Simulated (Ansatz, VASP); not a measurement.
**MgO in VASP and in Ansatz**

```xyz
2
Lattice="0.0000 2.1494 2.1494 2.1494 0.0000 2.1494 2.1494 2.1494 0.0000" Properties=species:S:1:pos:R:3 pbc="T T T"
Mg    0.0000    0.0000    0.0000
O     2.1494    2.1494    2.1494
```

Alike in both runs: functional RPBE; k mesh 10 × 10 × 10; occupations gaussian, width 0.02 eV; no spin polarisation.

Ansatz relaxed the structure, and its values are those at the end. VASP's run is a single point on that final structure, the one shown.

|  | VASP | Ansatz |
| --- | --- | --- |
| version | VASP 6.6.1 | Ansatz 0.2.0 |
| potentials or method | VASP PAW PBE potentials, release 64 (Mg, O), cutoff 600 eV | scalar-relativistic, plane waves, PAW |
| valence electrons in the cell | 8 | 16 |

|  | VASP | Ansatz | Ansatz less VASP |
| --- | --- | --- | --- |
| gap on the k mesh at the Fermi level (eV) | 4.26 | 4.29 | +0.030 |
| least direct gap on the mesh (eV) | 4.26 | 4.29 | +0.030 |
| pressure (GPa) | -1.2 | 0.0 | +1.16 |

VASP's potentials were made for PBE, not for RPBE. VASP's potentials hold 8 valence electrons a cell and Ansatz's 16, so a difference there can come from the potentials and not from the codes.
